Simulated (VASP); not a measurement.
# SrO in VASP: further runs

Aim: see how the results for SrO move with the level of theory and the settings. Levels: PBEsol+D3(BJ), PBEsol, BLYP+D3(BJ). Tasks: single point, relaxation of cell and atoms.

Program: VASP 6.6.1. These are calculated values, not measurements. Logs are shortened: lines on timing, memory, paths and dates and some standing lists are left out, and cuts for length are marked.

## 1. The cell of the first run

It takes space group P6_3/mmc (No. 194, hexagonal). The conventional cell has a = 4.198 Å, b = 4.198 Å, c = 5.073 Å, α = 90.00°, β = 90.00°, γ = 120.00°. Within 3.2 Å of Sr (site symmetry -6m2) lie 5 O at 2.42 to 2.54 Å. Within 3.2 Å of O (site symmetry -6m2) lie 5 Sr at 2.42 to 2.54 Å.

## 2. Single point, PBEsol+D3(BJ)

INCAR

```
PREC = Accurate
ENCUT = 520
EDIFF = 1E-6
ISMEAR = -1
SIGMA = 0.01
LREAL = F
LASPH = T
NELM = 60
ALGO = Normal
ISIF = 2
LWAVE = F
LCHARG = T
GGA = PS
IVDW = 12
LELF = T
LVHAR = T
NBANDS = 24
```

KPOINTS

```
Automatic mesh
0
Gamma
  6 6 4
```

POSCAR

```
SrO
1.0
    4.1984594349     -0.0000000028      0.0000000000
   -2.0992297150      3.6359725288      0.0000000000
    0.0000000000      0.0000000000      5.0732109705
Sr O
2 2
Direct
    0.3333333333      0.6666666667      0.9374925704
    0.6666666667      0.3333333333      0.4374925704
    0.3333333333      0.6666666667      0.4375074296
    0.6666666667      0.3333333333      0.9375074296
```

Potentials or basis: VASP PAW PBE potentials, release 64 (Sr_sv, O).

Command:

```sh
> cat potpaw_PBE.64/Sr_sv/POTCAR potpaw_PBE.64/O/POTCAR > POTCAR
> mpirun -np 1 vasp_std > vasp.out
```

OUTCAR:

```text
PREC = Accurate
   ENCUT = 520
   EDIFF = 1E-6
   ISMEAR = -1
   LREAL = F
   LASPH = T
   NELM = 60
   ISIF = 2
   GGA = PS
   IVDW = 12
 IVDW          = 12

 ion  position               nearest neighbor table
   1  0.333  0.667  0.937-   4 2.42   4 2.42   4 2.42   3 2.54   3 2.54   2 3.51   2 3.51   2 3.51
                             2 3.51   2 3.51   2 3.51
   2  0.667  0.333  0.437-   3 2.42   3 2.42   3 2.42   4 2.54   4 2.54   1 3.51   1 3.51   1 3.51
                             1 3.51   1 3.51   1 3.51
   3  0.333  0.667  0.438-   2 2.42   2 2.42   2 2.42   1 2.54   1 2.54
   4  0.667  0.333  0.938-   1 2.42   1 2.42   1 2.42   2 2.54   2 2.54

  LATTYP: Found a hexagonal cell.
 ALAT       =     4.1984594349
 C/A-ratio  =     1.2083505984

  Lattice vectors:

 A1 = (   4.1984594349,  -0.0000000028,   0.0000000000)
 A2 = (  -2.0992297150,   3.6359725288,   0.0000000000)
 A3 = (   0.0000000000,   0.0000000000,   5.0732109705)

Analysis of symmetry for initial positions (statically):
=====================================================================
 Subroutine PRICEL returns:
 Original cell was already a primitive cell.

 Routine SETGRP: Setting up the symmetry group for a
 hexagonal supercell.

 Subroutine GETGRP returns: Found 12 space group operations
 (whereof  6 operations were pure point group operations)
 out of a pool of 24 trial point group operations.

The static configuration has the point symmetry C_3v.
 The point group associated with its full space group is C_6v.

Analysis of symmetry for dynamics (positions and initial velocities):
=====================================================================
 Subroutine PRICEL returns:
 Original cell was already a primitive cell.

 Routine SETGRP: Setting up the symmetry group for a
 hexagonal supercell.

 Subroutine GETGRP returns: Found 12 space group operations
 (whereof  6 operations were pure point group operations)
 out of a pool of 24 trial point group operations.

The dynamic configuration has the point symmetry C_3v.
 The point group associated with its full space group is C_6v.

 Subroutine INISYM returns: Found 12 space group operations
 (whereof  6 operations are pure point group operations),
 and found     1 'primitive' translations

----------------------------------------------------------------------------------------

                                     Primitive cell

  volume of cell :      77.4450

  direct lattice vectors                    reciprocal lattice vectors
     4.198459435 -0.000000003  0.000000000     0.238182604  0.137514790  0.000000000
    -2.099229715  3.635972529  0.000000000     0.000000000  0.275029581  0.000000000
     0.000000000  0.000000000  5.073210970     0.000000000  0.000000000  0.197113821

  length of vectors
     4.198459435  4.198459435  5.073210970     0.275029581  0.275029581  0.197113821

  position of ions in fractional coordinates (direct lattice)
     0.333333333  0.666666667  0.937492570
     0.666666667  0.333333333  0.437492570
     0.333333333  0.666666667  0.437507430
     0.666666667  0.333333333  0.937507430

  ion indices of the primitive-cell ions
   primitive index   ion index
                 1           1
                 2           2
                 3           3
                 4           4

----------------------------------------------------------------------------------------

 KPOINTS: Automatic mesh

Automatic generation of k-mesh.
 Grid dimensions read from file:
 generate k-points for:    6    6    4

 Generating k-lattice:

  Cartesian coordinates                     Fractional coordinates (reciprocal lattice)
     0.039697101  0.022919132  0.000000000     0.166666667 -0.000000000  0.000000000
     0.000000000  0.045838263  0.000000000     0.000000000  0.166666667  0.000000000
     0.000000000  0.000000000  0.049278455     0.000000000  0.000000000  0.250000000

  Length of vectors
     0.045838263  0.045838263  0.049278455

  Shift w.r.t. Gamma in fractional coordinates (k-lattice)
     0.000000000  0.000000000  0.000000000

 Subroutine IBZKPT returns following result:
 ===========================================

 Found     21 irreducible k-points:

 Following reciprocal coordinates:
            Coordinates               Weight
  0.000000  0.000000  0.000000      1.000000
  0.166667  0.000000  0.000000      6.000000
  0.333333 -0.000000  0.000000      6.000000
  0.500000 -0.000000  0.000000      3.000000
  0.166667  0.166667  0.000000      6.000000
  0.333333  0.166667  0.000000     12.000000
[... 13 lines left out ...]
  0.333333  0.166667  0.500000     12.000000
  0.333333  0.333333  0.500000      2.000000
   k-points           NKPTS =     21   k-points in BZ     NKDIM =     21   number of bands    NBANDS=     24
   number of dos      NEDOS =    301   number of ions     NIONS =      4
   total plane-waves  NPLWV =  40960
   dimension x,y,z NGX =    32 NGY =   32 NGZ =   40
   dimension x,y,z NGXF=    64 NGYF=   64 NGZF=   80
   ions per type =               2   2
   NGX,Y,Z   is equivalent  to a cutoff of  12.67, 12.67, 13.11 a.u.
   NGXF,Y,Z  is equivalent  to a cutoff of  25.34, 25.34, 26.22 a.u.
 SYSTEM =  unknown system
   PREC   = accura    normal or accurate (medium, high low for compatibility)
   ISTART =      0    job   : 0-new  1-cont  2-samecut
   ICHARG =      2    charge: 1-file 2-atom 10-const
   ISPIN  =      1    spin polarized calculation?
   LNONCOLLINEAR =      F non collinear calculations
   LSORBIT =      F    spin-orbit coupling
   LASPH  =      T    aspherical Exc in radial PAW
   ENCUT  =  520.0 eV  38.22 Ry    6.18 a.u.   7.81  7.81  9.43*2*pi/ulx,y,z
   NELM   =     60;   NELMIN=  2; NELMDL= -5     # of ELM steps
   EDIFF  = 0.1E-05   stopping-criterion for ELM
   LREAL  =      F    real-space projection
   EDIFFG = 0.1E-04   stopping-criterion for IOM
   NSW    =      0    number of steps for IOM
   IBRION =     -1    ionic relax: 0-MD 1-quasi-New 2-CG
   NFREE  =      0    steps in history (QN), initial steepest desc. (CG)
   ISIF   =      2    stress and relaxation
   ISYM   =      2    0-nonsym 1-usesym 2-fastsym
   POTIM  = 0.5000    time-step for ionic-motion
   TEBEG  =    0.0;   TEEND  =   0.0 temperature during run
   PSTRESS=    0.0 pullay stress
   NELECT =      32.0000    total number of electrons
   NUPDOWN=      -1.0000    fix difference up-down
   EMIN   =  10.00;   EMAX   =-10.00  energy-range for DOS
   EFERMI =   0.00;   METHOD = LEGACY
   ISMEAR =    -1;   SIGMA  =   0.01  broadening in eV -4-tet -1-fermi 0-gaus
   EFERMI_NEDOS =   21; number of points for ismear=-14 and -15
   IALGO  =     38    algorithm
   IMIX   =      4    mixing-type and parameters
     AMIX     =   0.40;   BMIX     =  1.00
     AMIX_MAG =   1.60;   BMIX_MAG =  1.00
  volume/ion in A,a.u.               =      19.36       130.66
  Fermi-wavevector in a.u.,A,eV,Ry     =   1.219346  2.304230 20.229209  1.486805
  Thomas-Fermi vector in A             =   2.354601
   LORBIT       =      0    0 simple, 1 ext, 2 COOP (PROOUT), +10 PAW based schemes
   GGA     = PS    functional components
   LHFCALC =     F    Hartree Fock is set to
   AEXX    =    0.0000 exact exchange contribution
   IVDW    =    12    specifies the selected vdW correction
   LEPSILON=     F    determine dielectric tensor
   LRPA    =     F    only Hartree local field effects (RPA)
 non-spin polarized calculation
  energy-cutoff  :      520.00
  volume of cell :       77.45
 maximum number of plane-waves:      2101
 NGX is ok and might be reduce to    32
   NGX = 15   NGY = 15   NGZ = 19

 number of electron      32.0000006 magnetization

 Free energy of the ion-electron system (eV)
  ---------------------------------------------------
  ext. energy  EPLUGINS =         0.00000000
  ---------------------------------------------------
  free energy    TOTEN  =       -24.96066808 eV

  energy without entropy =      -24.96066808  energy(sigma->0) =      -24.96066808

 E-fermi :   1.0844     XC(G=0):  -9.4083

 val. band max:        0.8006052368   @ k =   0.0000   0.0000   0.0000
 cond. band min:       3.4683025806   @ k =   0.0000   0.0000   0.0000
 fundamental gap:      2.6676973437
 Fermi energy:         1.0843640946

 k-point     1 :       0.0000    0.0000    0.0000
  band No.  band energies     occupation
      1     -31.2877      2.00000
      2     -31.0767      2.00000
      3     -14.2200      2.00000
      4     -14.1922      2.00000
      5     -13.9646      2.00000
      6     -13.4781      2.00000
[... 16 lines left out ...]
     23       9.7000      0.00000
     24       9.8716      0.00000

 k-point     2 :       0.1667    0.0000    0.0000
  band No.  band energies     occupation
      1     -31.2694      2.00000
      2     -31.0832      2.00000
      3     -14.6843      2.00000
      4     -14.5890      2.00000
      5     -13.8993      2.00000
      6     -13.5236      2.00000
[... 16 lines left out ...]
     23       9.4762      0.00000
     24       9.5900      0.00000

 k-point     3 :       0.3333   -0.0000    0.0000
  band No.  band energies     occupation
      1     -31.2254      2.00000
      2     -31.1034      2.00000
      3     -15.1777      2.00000
      4     -15.0721      2.00000
      5     -13.7317      2.00000
      6     -13.6056      2.00000
[... 16 lines left out ...]
     23       9.3094      0.00000
     24       9.8799      0.00000

 k-point     4 :       0.5000   -0.0000    0.0000
  band No.  band energies     occupation
      1     -31.1935      2.00000
      2     -31.1233      2.00000
      3     -15.3601      2.00000
      4     -15.2564      2.00000
      5     -13.6435      2.00000
      6     -13.5980      2.00000
[... 16 lines left out ...]
     23       9.6990      0.00000
     24       9.8689      0.00000

 k-point     5 :       0.1667    0.1667    0.0000
  band No.  band energies     occupation
      1     -31.2378      2.00000
      2     -31.0969      2.00000
      3     -15.0614      2.00000
      4     -14.9720      2.00000
      5     -13.7809      2.00000
      6     -13.6150      2.00000
[... 16 lines left out ...]
     23       9.5483      0.00000
     24       9.9436      0.00000

 k-point     6 :       0.3333    0.1667    0.0000
  band No.  band energies     occupation
      1     -31.1936      2.00000
      2     -31.1232      2.00000
      3     -15.3287      2.00000
      4     -15.2583      2.00000
      5     -13.7198      2.00000
      6     -13.5993      2.00000
[... 16 lines left out ...]
     23       9.5786      0.00000
     24       9.9046      0.00000
[... 298 lines left out ...]
 k-point    18 :       0.5000   -0.0000    0.5000
  band No.  band energies     occupation
      1     -31.1561      2.00000
      2     -31.1561      2.00000
      3     -15.7226      2.00000
      4     -15.7226      2.00000
      5     -13.3922      2.00000
      6     -13.3922      2.00000
[... 16 lines left out ...]
     23      10.0943      0.00000
     24      10.0943      0.00000

 k-point    19 :       0.1667    0.1667    0.5000
  band No.  band energies     occupation
      1     -31.1656      2.00000
      2     -31.1656      2.00000
      3     -15.4836      2.00000
      4     -15.4836      2.00000
      5     -13.3825      2.00000
      6     -13.3825      2.00000
[... 16 lines left out ...]
     23       9.4685      0.00000
     24       9.4685      0.00000

 k-point    20 :       0.3333    0.1667    0.5000
  band No.  band energies     occupation
      1     -31.1561      2.00000
      2     -31.1561      2.00000
      3     -15.7125      2.00000
      4     -15.7125      2.00000
      5     -13.4501      2.00000
      6     -13.4501      2.00000
[... 16 lines left out ...]
     23      10.2512      0.00000
     24      10.2512      0.00000

 k-point    21 :       0.3333    0.3333    0.5000
  band No.  band energies     occupation
      1     -31.1529      2.00000
      2     -31.1529      2.00000
      3     -15.7727      2.00000
      4     -15.7727      2.00000
      5     -13.5138      2.00000
      6     -13.5138      2.00000
[... 16 lines left out ...]
     23      10.4131      0.00000
     24      10.4131      0.00000

------------------------ aborting loop because EDIFF is reached ----------------------------------------

 Edisp (eV)   -0.91472

 E8    (eV) :    -0.6593

  FORCE on cell =-STRESS in cart. coord.  units (eV):
  Direction    XX          YY          ZZ          XY          YZ          ZX
  --------------------------------------------------------------------------------------
  -------------------------------------------------------------------------------------
  Total       0.29428     0.29428     0.29827     0.00000    -0.00000    -0.00000
  in kB       6.08801     6.08801     6.17058     0.00000    -0.00000    -0.00000
  external pressure =        6.12 kB  Pullay stress =        0.00 kB

 VOLUME and BASIS-vectors are now :
 -----------------------------------------------------------------------------
  energy-cutoff  :      520.00
  volume of cell :       77.45
      direct lattice vectors                 reciprocal lattice vectors
     4.198459435 -0.000000003  0.000000000     0.238182604  0.137514790  0.000000000
    -2.099229715  3.635972529  0.000000000     0.000000000  0.275029581  0.000000000
     0.000000000  0.000000000  5.073210970     0.000000000  0.000000000  0.197113821

 POSITION                                       TOTAL-FORCE (eV/Angst)
 -----------------------------------------------------------------------------------
      0.00000      2.42398      4.75610        -0.000000      0.000000      0.000195
      2.09923      1.21199      2.21949         0.000000     -0.000000      0.000195
      0.00000      2.42398      2.21957         0.000000      0.000000     -0.000195
      2.09923      1.21199      4.75617        -0.000000     -0.000000     -0.000195
 -----------------------------------------------------------------------------------
    total drift:                               -0.000000      0.000000      0.000005

  FREE ENERGIE OF THE ION-ELECTRON SYSTEM (eV)
  ---------------------------------------------------
  free  energy   TOTEN  =       -25.8753848929 eV

  energy  without entropy=      -25.8753848929  energy(sigma->0) =      -25.87538489
```

Wall time 82 s (1 thread of Intel Xeon 8259CL, shared host); peak memory 0.21 GiB.

Results:

```yaml
Free_energy: -25.8754 eV
Pressure: 0.6 GPa
Band_gap_on_the_k_mesh: 2.67 eV
Dispersion_energy_per_atom: -0.229 eV
```

Levels at points of the mesh, in eV from the valence-band top:
| k point | band 12 | band 13 | band 14 | band 15 | band 16 | band 17 | band 18 | band 19 | band 20 | band 21 |
| --- | --- | --- | --- | --- | --- | --- | --- | --- | --- | --- |
| (0.00, 0.00, 0.00) | -1.16 | -0.94 | -0.94 | -0.25 | 0.00 | 2.67 | 6.17 | 6.17 | 7.36 | 8.23 |
| (0.50, 0.00, 0.00) | -0.91 | -0.34 | -0.33 | -0.32 | -0.28 | 4.29 | 4.81 | 5.05 | 7.42 | 8.27 |
| (0.00, 0.00, 0.50) | -1.33 | -1.18 | -1.18 | -1.18 | -1.18 | 4.40 | 4.40 | 8.07 | 8.07 | 8.07 |
| (0.50, 0.00, 0.50) | -1.74 | -0.97 | -0.97 | -0.43 | -0.43 | 4.95 | 4.95 | 7.54 | 7.54 | 8.35 |

Caveat: the PAW data sets were made with another functional, which shifts forces and pressure a little.

## 3. Single point, PBEsol

This run uses another cell than the first one, of 19.85 Å³/atom.

INCAR

```
PREC = Accurate
ENCUT = 520
EDIFF = 1E-6
ISMEAR = -1
SIGMA = 0.01
LREAL = F
LASPH = T
NELM = 80
ALGO = Normal
ISIF = 2
LWAVE = F
LCHARG = F
GGA = PS
NBANDS = 24
```

KPOINTS is that of step 2.

POSCAR

```
SrO
1.0
    4.2355859582     -0.0000000029      0.0000000000
   -2.1177929766      3.6681250412      0.0000000000
    0.0000000000      0.0000000000      5.1095163139
Sr O
2 2
Direct
    0.3333333333      0.6666666667      0.9375003583
    0.6666666667      0.3333333333      0.4375003583
    0.3333333333      0.6666666667      0.4374996417
    0.6666666667      0.3333333333      0.9374996417
```

Potentials or basis: VASP PAW PBE potentials, release 64 (Sr_sv, O).

Command:

```sh
> cat potpaw_PBE.64/Sr_sv/POTCAR potpaw_PBE.64/O/POTCAR > POTCAR
> mpirun -np 1 vasp_std > vasp.out
```

OUTCAR:

```text
PREC = Accurate
   ENCUT = 520
   EDIFF = 1E-6
   ISMEAR = -1
   LREAL = F
   LASPH = T
   NELM = 80
   ISIF = 2
   GGA = PS

 ion  position               nearest neighbor table
   1  0.333  0.667  0.938-   4 2.45   4 2.45   4 2.45   3 2.55   3 2.55   2 3.54   2 3.54   2 3.54
                             2 3.54   2 3.54   2 3.54
   2  0.667  0.333  0.438-   3 2.45   3 2.45   3 2.45   4 2.55   4 2.55   1 3.54   1 3.54   1 3.54
                             1 3.54   1 3.54   1 3.54
   3  0.333  0.667  0.437-   2 2.45   2 2.45   2 2.45   1 2.55   1 2.55
[... 767 lines left out ...]
  -------------------------------------------------------------------------------------
  Total        0.2701310      0.2701310      0.2789600     -0.0000000      0.0000000     -0.0000000
  in kB        5.4518968      5.4518968      5.6300873     -0.0000000      0.0000000     -0.0000000
  external PRESSURE =       5.5112936 kB  Pullay stress =       0.0000000 kB

 VOLUME and BASIS-vectors are now :
 -----------------------------------------------------------------------------
  energy-cutoff  :      520.00
  volume of cell :       79.38
      direct lattice vectors                 reciprocal lattice vectors
     4.235585958 -0.000000003  0.000000000     0.236094843  0.136309421  0.000000000
    -2.117792977  3.668125041  0.000000000     0.000000000  0.272618842  0.000000000
     0.000000000  0.000000000  5.109516314     0.000000000  0.000000000  0.195713241

 POSITION                                       TOTAL-FORCE (eV/Angst)
 -----------------------------------------------------------------------------------
      0.00000      2.44542      4.79017        -0.000000      0.000000     -0.000000
      2.11779      1.22271      2.23542         0.000000      0.000000     -0.000000
      0.00000      2.44542      2.23541         0.000000     -0.000000     -0.000000
      2.11779      1.22271      4.79017        -0.000000      0.000000      0.000000
 -----------------------------------------------------------------------------------
    total drift:                               -0.000000      0.000000      0.008786

  FREE ENERGIE OF THE ION-ELECTRON SYSTEM (eV)
  ---------------------------------------------------
  free  energy   TOTEN  =       -24.9806711360 eV

  energy  without entropy=      -24.9806711360  energy(sigma->0) =      -24.98067114
```

It took 92 s on 1 thread of Intel Xeon 8259CL, shared host; peak memory 0.2 GiB.

Results:

```yaml
Free_energy: -24.9807 eV
Pressure: 0.6 GPa
Band_gap_on_the_k_mesh: 2.59 eV
```

Levels at points of the mesh, in eV from the valence-band top:
| k point | band 13 | band 14 | band 15 | band 16 | band 17 | band 18 | band 19 | band 20 |
| --- | --- | --- | --- | --- | --- | --- | --- | --- |
| (0.00, 0.00, 0.00) | -0.92 | -0.92 | -0.29 | 0.00 | 2.59 | 6.11 | 6.11 | 7.22 |
| (0.50, 0.00, 0.00) | -0.35 | -0.35 | -0.34 | -0.28 | 4.25 | 4.78 | 5.02 | 7.25 |
| (0.00, 0.00, 0.50) | -1.14 | -1.14 | -1.14 | -1.14 | 4.31 | 4.31 | 7.95 | 7.95 |
| (0.50, 0.00, 0.50) | -0.94 | -0.94 | -0.44 | -0.44 | 4.89 | 4.89 | 7.44 | 7.44 |

Caveat: the PAW data sets were made with another functional, which shifts forces and pressure a little.

(Part 1 of 2 ends here.)
